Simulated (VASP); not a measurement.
Here is a VASP 6.6.1 calculation.

Contents of INCAR:

```
  PREC = Accurate
  ENCUT = 600
  EDIFF = 1E-6
  ISMEAR = -1
  SIGMA = 0.05
  LREAL = False
  LASPH = True
  NELM = 200
  ALGO = Normal
  ISIF = 2
  LWAVE = False
  LCHARG = False
  ISPIN = 2
  MAGMOM = 1 0
  LORBIT = 11
  LMAXMIX = 4
  GGA = PE
  NBANDS = 23
  GGA_COMPAT = False
```

File KPOINTS:

```
regular mesh
0
Gamma
  11 11 11
```

File POSCAR:

```
NiO
1.0
    0.0000000000      2.0433202721      2.0433202721
    2.0433202721      0.0000000000      2.0433202721
    2.0433202721      2.0433202721      0.0000000000
Ni O
1 1
Direct
    0.0000000000      0.0000000000      0.0000000000
    0.5000000000      0.5000000000      0.5000000000
```

Potentials or basis: VASP PAW PBE potentials, release 64 (Ni_sv_GW, O).

The run is started by

```sh
$ cat potpaw_PBE.64/Ni_sv_GW/POTCAR potpaw_PBE.64/O/POTCAR > POTCAR
$ mpirun -np 1 vasp_std > vasp.out
```

What does it give for the net moment?

1.52 μB per cell.

Predict the pressure.

16.3 GPa.

Estimate the site moments.

Ni +1.27; O +0.22 μB.

Caveat: a cell with one magnetic atom can't hold antiferromagnetic order, which such compounds often take.
